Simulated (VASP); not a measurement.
# C (P6_3/mmc) in VASP: further runs

C is run at these levels: PBEsol; tasks: single point, relaxation of cell and atoms.

All numbers are computed with VASP 6.6.1; they aren't measurements. Logs are shortened: lines on timing, memory, paths and dates and some standing lists are left out, and cuts for length are marked.

### 1 The cell of the first run

Symmetry: P6_3/mmc, No. 194, hexagonal system. The conventional cell has a = 1.732 Å, b = 1.732 Å, c = 6.846 Å, α = 90.00°, β = 90.00°, γ = 120.00°. Within 2.3 Å of C (site symmetry -6m2) lie 6 C at 1.73 Å.

### 2 Single point, PBEsol (8.89 Å³/atom)

The input, INCAR:

```
SYSTEM = C
  ALGO = Normal
  EDIFF = 1E-7
  ENCUT = 520
  GGA = PS
  ISIF = 2
  ISMEAR = -1
  LASPH = .True.
  LCHARG = .False.
  LREAL = .False.
  LWAVE = .False.
  NBANDS = 11
  NELM = 100
  PREC = Accurate
  SIGMA = 0.1
```

The input, KPOINTS:

```
k-points
0
Gamma
  23 23 6
  0 0 0
```

The input, POSCAR:

```
C
1.0
    1.7315919922      0.0000000000      0.0000000000
   -0.8657959961      1.4996026543      0.0000000000
    0.0000000000      0.0000000000      6.8461333558
C
2
Direct
    0.3333333333      0.6666666667      0.2500000000
    0.6666666667      0.3333333333      0.7500000000
```

Potentials or basis: VASP PAW PBE potentials, release 64 (C).

Started as:

```
$ cat potpaw_PBE.64/C/POTCAR > POTCAR
$ mpirun -np 1 vasp_std > vasp.out
```

OUTCAR:

```text
SYSTEM = C
   EDIFF = 1E-7
   ENCUT = 520
   GGA = PS
   ISIF = 2
   ISMEAR = -1
   LASPH = .True.
   LREAL = .False.
   NELM = 100
   PREC = Accurate

 ion  position               nearest neighbor table
   1  0.333  0.667  0.250-
   2  0.667  0.333  0.750-

  LATTYP: Found a hexagonal cell.
 ALAT       =     1.7315919922
 C/A-ratio  =     3.9536642504

  Lattice vectors:

 A1 = (   1.7315919922,   0.0000000000,   0.0000000000)
 A2 = (  -0.8657959961,   1.4996026543,   0.0000000000)
 A3 = (   0.0000000000,   0.0000000000,   6.8461333558)

Analysis of symmetry for initial positions (statically):
=====================================================================
 Subroutine PRICEL returns:
 Original cell was already a primitive cell.

 Routine SETGRP: Setting up the symmetry group for a
 hexagonal supercell.

 Subroutine GETGRP returns: Found 24 space group operations
 (whereof 12 operations were pure point group operations)
 out of a pool of 24 trial point group operations.

The static configuration has the point symmetry D_3d.
 The point group associated with its full space group is D_6h.

Analysis of symmetry for dynamics (positions and initial velocities):
=====================================================================
 Subroutine PRICEL returns:
 Original cell was already a primitive cell.

 Routine SETGRP: Setting up the symmetry group for a
 hexagonal supercell.

 Subroutine GETGRP returns: Found 24 space group operations
 (whereof 12 operations were pure point group operations)
 out of a pool of 24 trial point group operations.

The dynamic configuration has the point symmetry D_3d.
 The point group associated with its full space group is D_6h.

 Subroutine INISYM returns: Found 24 space group operations
 (whereof 12 operations are pure point group operations),
 and found     1 'primitive' translations

----------------------------------------------------------------------------------------

                                     Primitive cell

  volume of cell :      17.7774

  direct lattice vectors                    reciprocal lattice vectors
     1.731591992  0.000000000  0.000000000     0.577503248  0.333421656  0.000000000
    -0.865795996  1.499602654  0.000000000     0.000000000  0.666843312  0.000000000
     0.000000000  0.000000000  6.846133356     0.000000000  0.000000000  0.146067853

  length of vectors
     1.731591992  1.731591992  6.846133356     0.666843312  0.666843312  0.146067853

  position of ions in fractional coordinates (direct lattice)
     0.333333333  0.666666667  0.250000000
     0.666666667  0.333333333  0.750000000

  ion indices of the primitive-cell ions
   primitive index   ion index
                 1           1
                 2           2

----------------------------------------------------------------------------------------

 KPOINTS: k-points

Automatic generation of k-mesh.
 Grid dimensions read from file:
 generate k-points for:   23   23    6

 Generating k-lattice:

  Cartesian coordinates                     Fractional coordinates (reciprocal lattice)
     0.025108837  0.014496594  0.000000000     0.043478261  0.000000000  0.000000000
     0.000000000  0.028993187  0.000000000     0.000000000  0.043478261  0.000000000
     0.000000000  0.000000000  0.024344642     0.000000000  0.000000000  0.166666667

  Length of vectors
     0.028993187  0.028993187  0.024344642

  Shift w.r.t. Gamma in fractional coordinates (k-lattice)
     0.000000000  0.000000000  0.000000000

 Subroutine IBZKPT returns following result:
 ===========================================

 Found    224 irreducible k-points:

 Following reciprocal coordinates:
            Coordinates               Weight
  0.000000  0.000000  0.000000      1.000000
  0.043478  0.000000  0.000000      6.000000
  0.086957 -0.000000  0.000000      6.000000
  0.130435 -0.000000  0.000000      6.000000
  0.173913  0.000000  0.000000      6.000000
  0.217391  0.000000  0.000000      6.000000
[... 16 lines left out ...]
  0.478261  0.043478  0.000000      6.000000
  0.086957  0.086957  0.000000      6.000000
 [... further k-points ...]
   k-points           NKPTS =    224   k-points in BZ     NKDIM =    224   number of bands    NBANDS=     11
   number of dos      NEDOS =    301   number of ions     NIONS =      2
   total plane-waves  NPLWV =  10584
   dimension x,y,z NGX =    14 NGY =   14 NGZ =   54
   dimension x,y,z NGXF=    28 NGYF=   28 NGZF=  108
   ions per type =               2
   NGX,Y,Z   is equivalent  to a cutoff of  13.44, 13.44, 13.11 a.u.
   NGXF,Y,Z  is equivalent  to a cutoff of  26.88, 26.88, 26.23 a.u.
 SYSTEM =  C
   PREC   = accura    normal or accurate (medium, high low for compatibility)
   ISTART =      0    job   : 0-new  1-cont  2-samecut
   ICHARG =      2    charge: 1-file 2-atom 10-const
   ISPIN  =      1    spin polarized calculation?
   LNONCOLLINEAR =      F non collinear calculations
   LSORBIT =      F    spin-orbit coupling
   LASPH  =      T    aspherical Exc in radial PAW
   ENCUT  =  520.0 eV  38.22 Ry    6.18 a.u.   3.22  3.22 12.73*2*pi/ulx,y,z
   NELM   =    100;   NELMIN=  2; NELMDL= -5     # of ELM steps
   EDIFF  = 0.1E-06   stopping-criterion for ELM
   LREAL  =      F    real-space projection
   EDIFFG = 0.1E-05   stopping-criterion for IOM
   NSW    =      0    number of steps for IOM
   IBRION =     -1    ionic relax: 0-MD 1-quasi-New 2-CG
   NFREE  =      0    steps in history (QN), initial steepest desc. (CG)
   ISIF   =      2    stress and relaxation
   ISYM   =      2    0-nonsym 1-usesym 2-fastsym
   POTIM  = 0.5000    time-step for ionic-motion
   TEBEG  =    0.0;   TEEND  =   0.0 temperature during run
   PSTRESS=    0.0 pullay stress
   NELECT =       8.0000    total number of electrons
   NUPDOWN=      -1.0000    fix difference up-down
   EMIN   =  10.00;   EMAX   =-10.00  energy-range for DOS
   EFERMI =   0.00;   METHOD = LEGACY
   ISMEAR =    -1;   SIGMA  =   0.10  broadening in eV -4-tet -1-fermi 0-gaus
   EFERMI_NEDOS =   21; number of points for ismear=-14 and -15
   IALGO  =     38    algorithm
   IMIX   =      4    mixing-type and parameters
     AMIX     =   0.40;   BMIX     =  1.00
     AMIX_MAG =   1.60;   BMIX_MAG =  1.00
  volume/ion in A,a.u.               =       8.89        59.98
  Fermi-wavevector in a.u.,A,eV,Ry     =   1.254534  2.370726 21.413606  1.573856
  Thomas-Fermi vector in A             =   2.388334
   LORBIT       =      0    0 simple, 1 ext, 2 COOP (PROOUT), +10 PAW based schemes
   GGA     = PS    functional components
   LHFCALC =     F    Hartree Fock is set to
   AEXX    =    0.0000 exact exchange contribution
   IVDW    =     0    specifies the selected vdW correction
   LEPSILON=     F    determine dielectric tensor
   LRPA    =     F    only Hartree local field effects (RPA)
 non-spin polarized calculation
  energy-cutoff  :      520.00
  volume of cell :       17.78
 maximum number of plane-waves:       494
 NGX is ok and might be reduce to    14
   NGX =  7   NGY =  7   NGZ = 25

 number of electron       8.0000000 magnetization

 Free energy of the ion-electron system (eV)
  ---------------------------------------------------
  ext. energy  EPLUGINS =         0.00000000
  ---------------------------------------------------
  free energy    TOTEN  =       -11.56310061 eV

  energy without entropy =      -11.54321383  energy(sigma->0) =      -11.55315722

 E-fermi :   5.5140     XC(G=0): -10.8543

 val. band max:        5.5084069655   @ k =   0.3043   0.1304   0.3333
 cond. band min:       5.5960159775   @ k =   0.2174   0.2174   0.1667
 fundamental gap:      0.0876090120
 Fermi energy:         5.5140118572

 k-point     1 :       0.0000    0.0000    0.0000
  band No.  band energies     occupation
      1     -15.6169      2.00000
      2     -15.3782      2.00000
      3      -3.7475      2.00000
      4      -1.9185      2.00000
      5       8.7502      0.00000
      6      15.3439      0.00000
      7      21.2552      0.00000
      8      21.2552      0.00000
      9      21.2626      0.00000
     10      21.2626      0.00000
     11      21.7910      0.00000

 k-point     2 :       0.0435    0.0000    0.0000
  band No.  band energies     occupation
      1     -15.5214      2.00000
      2     -15.2838      2.00000
      3      -3.6317      2.00000
      4      -1.8071      2.00000
      5       8.8586      0.00000
      6      15.4485      0.00000
      7      20.6147      0.00000
      8      20.9582      0.00000
      9      21.0861      0.00000
     10      21.0940      0.00000
     11      22.2617      0.00000

 k-point     3 :       0.0870   -0.0000    0.0000
  band No.  band energies     occupation
      1     -15.2350      2.00000
      2     -15.0010      2.00000
      3      -3.2853      2.00000
      4      -1.4740      2.00000
      5       9.1804      0.00000
      6      15.7598      0.00000
      7      19.4783      0.00000
      8      20.0695      0.00000
      9      20.6042      0.00000
     10      20.6146      0.00000
     11      22.8833      0.00000

 k-point     4 :       0.1304   -0.0000    0.0000
  band No.  band energies     occupation
      1     -14.7587      2.00000
      2     -14.5305      2.00000
      3      -2.7106      2.00000
      4      -0.9225      2.00000
      5       9.7015      0.00000
      6      16.2705      0.00000
      7      17.9571      0.00000
      8      18.6631      0.00000
      9      19.8946      0.00000
     10      19.9054      0.00000
     11      23.5698      0.00000
[... 239 lines left out ...]
 k-point    22 :       0.4348    0.0435    0.0000
  band No.  band energies     occupation
      1      -6.0342      2.00000
      2      -5.9457      2.00000
      3       1.2257      2.00000
      4       1.3428      2.00000
      5       7.0752      0.00000
      6       7.7693      0.00000
      7      14.5094      0.00000
      8      14.5257      0.00000
      9      18.8191      0.00000
     10      20.7202      0.00000
     11      22.2531      0.00000

 k-point    23 :       0.4783    0.0435    0.0000
  band No.  band energies     occupation
      1      -5.3769      2.00000
      2      -5.3377      2.00000
      3       0.4346      2.00000
      4       0.5564      2.00000
      5       7.6929      0.00000
      6       8.0876      0.00000
      7      14.4236      0.00000
      8      14.4396      0.00000
      9      18.3056      0.00000
     10      20.1717      0.00000
     11      24.5378      0.00000

 k-point    24 :       0.0870    0.0870    0.0000
  band No.  band energies     occupation
      1     -14.4732      2.00000
      2     -14.2486      2.00000
      3      -2.3673      2.00000
      4      -0.5937      2.00000
      5      10.0070      0.00000
      6      16.5716      0.00000
      7      17.5078      0.00000
      8      18.3224      0.00000
      9      18.9800      0.00000
     10      18.9880      0.00000
     11      24.0206      0.00000

 [... further k-points ...]
[... 5 lines left out ...]
  --------------------------------------------------------------------------------------
  -------------------------------------------------------------------------------------
  Total       -0.9515582     -0.9515582     -0.1512532      0.0000000     -0.0000000      0.0000000
  in kB      -85.7588203    -85.7588203    -13.6316414      0.0000000     -0.0000000      0.0000000
  external PRESSURE =     -61.7164273 kB  Pullay stress =       0.0000000 kB

 VOLUME and BASIS-vectors are now :
 -----------------------------------------------------------------------------
  energy-cutoff  :      520.00
  volume of cell :       17.78
      direct lattice vectors                 reciprocal lattice vectors
     1.731591992  0.000000000  0.000000000     0.577503248  0.333421656  0.000000000
    -0.865795996  1.499602654  0.000000000     0.000000000  0.666843312  0.000000000
     0.000000000  0.000000000  6.846133356     0.000000000  0.000000000  0.146067853

 POSITION                                       TOTAL-FORCE (eV/Angst)
 -----------------------------------------------------------------------------------
     -0.00000      0.99974      1.71153        -0.000000      0.000000      0.000000
      0.86580      0.49987      5.13460         0.000000     -0.000000      0.000000
 -----------------------------------------------------------------------------------
    total drift:                               -0.000000      0.000000     -0.000000

  FREE ENERGIE OF THE ION-ELECTRON SYSTEM (eV)
  ---------------------------------------------------
  free  energy   TOTEN  =       -11.5631006131 eV

  energy  without entropy=      -11.5432138262  energy(sigma->0) =      -11.55315722
```

Wall time 21 s (1 thread of Intel Xeon Platinum 8559C (Emerald Rapids), shared host); peak memory 0.14 GiB.

Results:

```
Free energy            : -11.5631 eV
Pressure               : -6.2 GPa
Band gap on the k mesh : zero (bands 4 and 5 overlap by 1.25 eV)
```

Stress tensor (GPa, compression positive):
```
-8.58  0.00  0.00
 0.00 -8.58  0.00
 0.00  0.00 -1.36
```

Levels at points of the mesh, in eV from the Fermi level:
```
           k point  band 1  band 2  band 3  band 4  band 5  band 6  band 7  band 8
(0.00, 0.00, 0.00)  -21.13  -20.89   -9.26   -7.43    3.24    9.83   15.74   15.74
(0.00, 0.00, 0.50)  -21.01  -21.01   -8.44   -8.44    5.89    5.89   15.75   15.75
```

Caveat: the cell stands under tension; the PAW data sets were made with another functional, which shifts forces and pressure a little; this functional lacks dispersion, which binds the layers, so the pressure and a relaxed spacing across them are unreliable.

### 3 Single point, PBEsol (9.57 Å³/atom)

This run uses another cell than the first one, of 9.57 Å³/atom.

The input, INCAR:

```
PREC = Accurate
ENCUT = 520
EDIFF = 1E-6
ISMEAR = -1
SIGMA = 0.1
LREAL = False
LASPH = True
NELM = 80
ALGO = Normal
ISIF = 2
LWAVE = False
LCHARG = False
GGA = PS
NBANDS = 11
```

The input, KPOINTS:

```
Automatic mesh
0
Gamma
  23 23 6
```

The input, POSCAR:

```
C
1.0
    1.7748996204      0.0000000000      0.0000000000
   -0.8874498102      1.5371081605      0.0000000000
    0.0000000000      0.0000000000      7.0173571773
C
2
Direct
    0.3333333333      0.6666666667      0.2500000000
    0.6666666667      0.3333333333      0.7500000000
```

Potentials or basis: VASP PAW PBE potentials, release 64 (C).

Started as:

```
$ cat potpaw_PBE.64/C/POTCAR > POTCAR
$ mpirun -np 1 vasp_std > vasp.out
```

Wall time 18 s (1 thread of Intel Xeon Platinum 8559C (Emerald Rapids), shared host); peak memory 0.15 GiB.

The run converged. Its results:

- Free energy: -11.4920 eV
- Pressure: -10.4 GPa
- Band gap on the k mesh: zero (bands 4 and 5 overlap by 1.11 eV)

Stress tensor (GPa, compression positive):
```
-14.75   0.00   0.00
  0.00 -14.75   0.00
  0.00   0.00  -1.60
```

Levels at points of the mesh, in eV from the Fermi level:
```
           k point  band 1  band 2  band 3  band 4  band 5  band 6  band 7  band 8  band 9
(0.00, 0.00, 0.00)  -20.08  -19.87   -8.39   -6.72    3.62    9.77   14.75   14.75   14.76
(0.00, 0.00, 0.50)  -19.98  -19.98   -7.64   -7.64    6.10    6.10   14.75   14.75   14.75
```

Caveat: the cell stands under tension; the PAW data sets were made with another functional, which shifts forces and pressure a little; this functional lacks dispersion, which binds the layers, so the pressure and a relaxed spacing across them are unreliable.

(Part 1 of 2 ends here.)
